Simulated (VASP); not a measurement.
Set up this calculation in VASP 6.6.1, as the native input.

```yaml
Task: single point
Functional: PBE
Potentials_or_basis: VASP PAW PBE potentials, release 64 (K_sv, Mg, F)
Cutoff: 520 eV
k_mesh: 2 × 2 × 2, shifted
Occupations: gaussian, width 0.02 eV
Spin: no spin polarisation
Dipole_correction: no
Further_INCAR_settings: LREAL = Auto; ALGO = Normal; EDIFF = 1e-06; NBANDS = 80; ISYM = 0
```

The structure of KMgF3 lies in POSCAR:

```
KMgF3
1.0
   -4.0538824298      4.0538824298      4.0538824298
    4.0538824298     -4.0538824298      4.0538824298
    4.0538824298      4.0538824298     -4.0538824298
K Mg F
4 4 12
Direct
    0.5000000000      0.5000000000      0.5000000000
    0.0000000000      0.0000000000      0.5000000000
    0.0000000000      0.5000000000      0.0000000000
    0.5000000000      0.0000000000      0.0000000000
    0.5000000000      0.5000000000      0.0000000000
    0.0000000000      0.0000000000      0.0000000000
    0.0000000000      0.5000000000      0.5000000000
    0.5000000000      0.0000000000      0.5000000000
    0.2500000000      0.0000000000      0.2500000000
    0.7500000000      0.5000000000      0.2500000000
    0.7500000000      0.0000000000      0.7500000000
    0.2500000000      0.5000000000      0.7500000000
    0.7500000000      0.2500000000      0.5000000000
    0.2500000000      0.7500000000      0.5000000000
    0.2500000000      0.2500000000      0.0000000000
    0.7500000000      0.7500000000      0.0000000000
    0.0000000000      0.2500000000      0.2500000000
    0.5000000000      0.7500000000      0.2500000000
    0.5000000000      0.2500000000      0.7500000000
    0.0000000000      0.7500000000      0.7500000000
```

The input as run:

INCAR

```
  ALGO = Normal
  EDIFF = 1E-6
  ENCUT = 520
  GGA = PE
  ISIF = 2
  ISMEAR = 0
  ISYM = 0
  LASPH = True
  LCHARG = True
  LELF = True
  LREAL = Auto
  LVHAR = True
  LWAVE = False
  NBANDS = 80
  NELM = 100
  PREC = Accurate
  SIGMA = 0.02
```

KPOINTS

```
Automatic mesh
0
Gamma
  2 2 2
  0.5 0.5 0.5
```

Potentials or basis: VASP PAW PBE potentials, release 64 (K_sv, Mg, F).

The run is started by

```bash
$ cat potpaw_PBE.64/K_sv/POTCAR potpaw_PBE.64/Mg/POTCAR potpaw_PBE.64/F/POTCAR > POTCAR
$ mpirun -np 1 vasp_std > vasp.out
```

It gave:

| Quantity | Value |
| --- | --- |
| Pressure | -0.3 GPa |
| Band gap on the k mesh | 7.93 eV |

Caveat: the k points lie up to 0.55 Å⁻¹ apart; a shifted mesh leaves out Γ, where band edges can lie.

Run time: 4 min on 1 thread of Intel(R) Xeon(R) 6975P-C (Granite Rapids), on a shared host, peak memory 0.4 GiB.
